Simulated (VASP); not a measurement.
Wanted: the native input for a VASP 6.6.1 run.

| Property | Result |
| --- | --- |
| Task | single point |
| Functional | PBE |
| Potentials or basis | VASP PAW PBE potentials, release 64 (S) |
| Cutoff | 520 eV |
| k mesh | 2 × 2 × 3 |
| Occupations | gaussian, width 0.033 eV |
| Spin | no spin polarisation |
| Dipole correction | no |
| Further INCAR settings | ALGO = Normal; EDIFF = 1e-06; NBANDS = 20 |

The structure of S lies in POSCAR:

```
S
1.0
    5.6780537900      0.0000000000      0.0000000000
    0.0000000000      5.6780537900      0.0000000000
    0.0000000000      0.0000000000      2.9496155800
S
4
Direct
    0.8833913800      0.8833913800      0.5000000000
    0.1166086200      0.1166086200      0.5000000000
    0.3833913800      0.6166086200      0.0000000000
    0.6166086200      0.3833913800      0.0000000000
```

The input as run:

INCAR

```
SYSTEM = S
PREC = Accurate
ENCUT = 520
EDIFF = 1E-6
ISMEAR = 0
SIGMA = 0.033
LREAL = .False.
LASPH = .True.
NELM = 100
ALGO = Normal
ISIF = 2
LWAVE = .False.
LCHARG = .False.
GGA = PE
NBANDS = 20
```

KPOINTS

```
Automatic mesh
0
Gamma
  2 2 3
  0 0 0
```

Potentials or basis: VASP PAW PBE potentials, release 64 (S).

Run with:

```console
$ cat potpaw_PBE.64/S/POTCAR > POTCAR
$ mpirun -np 1 vasp_std > vasp.out
```

It gave:

```json
{
  "Pressure": "3.2 GPa",
  "Largest force": "0.473 eV/Å",
  "Band gap on the k mesh": "zero (bands 12 and 13 overlap by 1.74 eV)"
}
```

Caveat: the k points lie up to 0.71 Å⁻¹ apart, too coarse for converged energies and pressures of a metal; this functional lacks dispersion, which holds the molecules together, so the pressure and a relaxed volume are unreliable.

Run time: 19 s on 1 thread of Intel Xeon 8259CL (shared host), peak memory 0.18 GiB.
